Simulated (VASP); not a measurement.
LiCl, 2 atoms in the cell. The structure is tetragonal, space group I4/mmm (No. 139). The conventional cell has a = 3.482 Å, b = 3.482 Å, c = 5.130 Å, α = 90.00°, β = 90.00°, γ = 90.00°. Li (site symmetry 4/mmm) has 6 Cl at 2.46 to 2.56 Å within 3.3 Å. Within 3.3 Å of Cl (site symmetry 4/mmm) lie 6 Li at 2.46 to 2.56 Å.  This cell differs from its parent crystal: strain -0.040 along x and y, +0.000 along z.

- Program: VASP 6.6.1
- Task: single point
- Functional: PBE
- Potentials or basis: VASP PAW PBE potentials, release 64 (Li_sv, Cl)
- Cutoff: 520 eV
- k mesh: 8 × 8 × 8
- Occupations: gaussian, width 0.05 eV
- Spin: no spin polarisation
- Dipole correction: no
- Further INCAR settings: ALGO = Normal; EDIFF = 1e-06; NBANDS = 12

Potentials or basis: VASP PAW PBE potentials, release 64 (Li_sv, Cl).

Command:

```bash
$ cat potpaw_PBE.64/Li_sv/POTCAR potpaw_PBE.64/Cl/POTCAR > POTCAR
$ mpirun -np 1 vasp_std > vasp.out
```

Hardware: 1 thread of Intel(R) Xeon(R) Platinum 8375C CPU @ 2.90GHz (Ice Lake), on a shared host.

**Question.** Estimate the wall time of this run.

**Answer.** Wall time 26 s on 1 thread of Intel(R) Xeon(R) Platinum 8375C CPU @ 2.90GHz (Ice Lake), on a shared host, peak memory 0.16 GiB. Counts: scf iterations 12, k points 59.
